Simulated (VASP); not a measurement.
Wanted: the native input for a VASP 6.6.1 run.

- Task: single point
- Functional: PBE
- Potentials or basis: VASP PAW PBE potentials, release 64 (Li_sv, Br)
- Cutoff: 750 eV
- k mesh: 4 × 4 × 4
- Occupations: gaussian, width 0.01 eV
- Spin: no spin polarisation
- Dipole correction: no
- Further INCAR settings: ALGO = Normal; EDIFF = 1e-06; NBANDS = 12

The structure of LiBr lies in POSCAR:

```
LiBr
1.0
    0.0000000000      2.7395650468      2.7395650468
    2.7395650468      0.0000000000      2.7395650468
    2.7395650468      2.7395650468      0.0000000000
Li Br
1 1
Direct
    0.0000000000      0.0000000000      0.0000000000
    0.5000000000      0.5000000000      0.5000000000
```

These files were run (other wordings do the same):

INCAR

```
SYSTEM = LiBr
ALGO = Normal
EDIFF = 1E-6
ENCUT = 750
GGA = PE
GGA_COMPAT = .FALSE.
ISIF = 2
ISMEAR = 0
LASPH = .TRUE.
LCHARG = .FALSE.
LREAL = .FALSE.
LWAVE = .FALSE.
NBANDS = 12
NELM = 120
PREC = Accurate
SIGMA = 0.01
```

KPOINTS

```
k-points
0
G
  4 4 4
  0 0 0
```

Potentials or basis: VASP PAW PBE potentials, release 64 (Li_sv, Br).

The run is started by

```sh
$ cat potpaw_PBE.64/Li_sv/POTCAR potpaw_PBE.64/Br/POTCAR > POTCAR
$ mpirun -np 1 vasp_std > vasp.out
```

It gave:

```
Pressure               : 0.6 GPa
Band gap on the k mesh : 4.99 eV
```

Caveat: the k points lie up to 0.50 Å⁻¹ apart.

Run time: 6.6 s on 1 thread of AMD EPYC 7R13 Processor (Zen 3), with other jobs on the host, peak memory 0.17 GiB.
